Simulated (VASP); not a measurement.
Wanted: the native input for a VASP 6.6.1 run.

```
Task                   : electric field gradients
Functional             : PBE
Potentials or basis    : VASP PAW PBE potentials, release 64 (Pb_d)
Cutoff                 : 520 eV
k mesh                 : 12 × 12 × 7
Occupations            : fermi-dirac, width 0.05 eV
Spin                   : no spin polarisation
Dipole correction      : no
Further INCAR settings : ALGO = Normal; EDIFF = 1e-08; NBANDS = 21
```

The structure of Pb lies in POSCAR:

```
Pb
1.0
    3.4800006906      0.0174000034      0.0174000034
   -1.7249315003      3.0050690015      0.0063688433
    0.0279500000      0.0279500000      5.5900000000
Pb
2
Direct
    0.3333333333      0.6666666667      0.2500000000
    0.6666666667      0.3333333333      0.7500000000
```

This cell differs from its parent crystal: equal xy, yz and zx shear strains of +1 %.

The input as run:

INCAR

```
SYSTEM = Pb
PREC = Accurate
ENCUT = 520
EDIFF = 1E-8
ISMEAR = -1
SIGMA = 0.05
LREAL = .FALSE.
LASPH = .TRUE.
NELM = 60
ALGO = Normal
ISIF = 2
LWAVE = .FALSE.
LCHARG = .FALSE.
GGA = PE
LEFG = .TRUE.
NBANDS = 21
```

KPOINTS

```
regular mesh
0
G
  12 12 7
  0 0 0
```

Potentials or basis: VASP PAW PBE potentials, release 64 (Pb_d).

Launch:

```sh
$ cat potpaw_PBE.64/Pb_d/POTCAR > POTCAR
$ mpirun -np 1 vasp_std > vasp.out
```

Results of the run:

```
Pressure                                : 3.9 GPa
Largest force                           : 0.003 eV/Å
Band gap on the k mesh                  : zero (bands 14 and 15 overlap by 7.63 eV)
Largest electric field gradient by atom : Pb -15.5 V/Å²
```

Caveat: the cell differs from its parent crystal (equal xy, yz and zx shear strains of +1 %); the cell stands under pressure; without QUAD_EFG the Cq values of the log hold for a quadrupole moment of 1 mb, not for the nuclei; spin-orbit coupling is left out, which moves the levels of the heavy elements.

It took 4.1 min on 1 thread of Intel(R) Xeon(R) Platinum 8488C (Sapphire Rapids), on a shared host, peak memory 0.55 GiB.
